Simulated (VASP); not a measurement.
SrTlF3: single point with HSE06

The system is SrTlF3.

```xyz
5
Lattice="4.8263 0.0000 0.0000 0.0000 4.8263 0.0000 0.0000 0.0000 4.6728" Properties=species:S:1:pos:R:3 pbc="T T T"
Tl    0.0000    0.0000    0.0000
Sr    2.4132    2.4132    2.3364
F     2.4132    2.4132    0.0000
F     2.4132    0.0000    2.3364
F     0.0000    2.4132    2.3364
```

This cell differs from its parent crystal: epitaxial xy strain +2.5%.

```json
{
  "Program": "VASP 6.6.1",
  "Task": "single point",
  "Functional": "HSE06",
  "Potentials or basis": "VASP PAW PBE potentials, release 64 (Tl_d, Sr_sv, F)",
  "Cutoff": "520 eV",
  "k mesh": "4 × 4 × 4",
  "Occupations": "gaussian, width 0.01 eV",
  "Spin": "no spin polarisation"
}
```

```yaml
Pressure: -0.6 GPa
Band_gap_on_the_k_mesh: 5.75 eV, direct
```

Stress tensor (GPa, compression positive):
```
-1.41  0.00  0.00
 0.00 -1.41  0.00
 0.00  0.00  1.14
```

Levels at points of the mesh, in eV from the valence-band top:
| k point | band 18 | band 19 | band 20 | band 21 | band 22 | band 23 | band 24 | band 25 | band 26 | band 27 |
| --- | --- | --- | --- | --- | --- | --- | --- | --- | --- | --- |
| (0.00, 0.00, 0.00) | -0.94 | -0.87 | -0.64 | -0.64 | -0.58 | 8.51 | 8.51 | 8.74 | 11.03 | 11.17 |
| (0.50, 0.00, 0.00) | -0.99 | -0.93 | -0.65 | -0.59 | -0.09 | 5.84 | 8.11 | 8.34 | 11.30 | 12.71 |
| (0.50, 0.50, 0.00) | -1.03 | -1.03 | -0.61 | -0.60 | -0.18 | 6.70 | 6.70 | 8.38 | 11.70 | 11.70 |
| (0.00, 0.00, 0.50) | -0.96 | -0.93 | -0.64 | -0.64 | 0.00 | 5.75 | 8.13 | 8.13 | 11.21 | 12.81 |
| (0.50, 0.00, 0.50) | -1.13 | -1.05 | -0.67 | -0.64 | -0.29 | 6.67 | 6.82 | 8.18 | 11.58 | 11.60 |
| (0.50, 0.50, 0.50) | -1.75 | -1.56 | -0.62 | -0.62 | -0.60 | 7.36 | 7.48 | 7.48 | 12.56 | 12.66 |

Wall time 25 min on 4 MPI ranks on Intel(R) Xeon(R) Platinum 8488C (Sapphire Rapids) (shared host), peak memory 0.38 GiB a rank.

Caveat: the cell differs from its parent crystal (epitaxial xy strain +2.5%); the PAW data sets were made with another functional, which shifts forces and pressure a little; spin-orbit coupling is left out, which moves the levels of the heavy elements. A k mesh can miss the band edges.
